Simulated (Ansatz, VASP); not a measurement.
BaS in VASP and in Ansatz

```
Ba S
1.0
    -0.03194    3.17778    3.17778
     3.17778   -0.03194    3.17778
     3.17778    3.17778   -0.03194
Ba S
1 1
Direct
  0.00000 0.00000 0.00000
  0.50000 0.50000 0.50000
```

Change from the starting cell: equal xy, yz and zx shear strains of -1 %.

Alike in both runs: task single point; functional PBE; k mesh 8 × 8 × 8; occupations fermi-dirac, width 0.02 eV; no spin polarisation.

|  | VASP | Ansatz |
| --- | --- | --- |
| version | VASP 6.6.1 | Ansatz 0.2.0 |
| potentials or method | VASP PAW PBE potentials, release 64 (Ba_sv, S), cutoff 520 eV | all-electron LAPW, scalar-relativistic |

Ansatz gave:

```
gap on the k mesh at the Fermi level (eV)                     : 2.18
pressure (GPa)                                                : 0.8
traceless stress, the component that is largest in VASP (GPa) : 0.18
```

Which values does VASP return?

gap on the k mesh at the Fermi level (eV): 2.08; pressure (GPa): 1.4; traceless stress, the component that is largest in VASP (GPa): 0.18.

Ansatz ran all-electron here, and VASP with PAW potentials.

Spin-orbit coupling is off throughout.
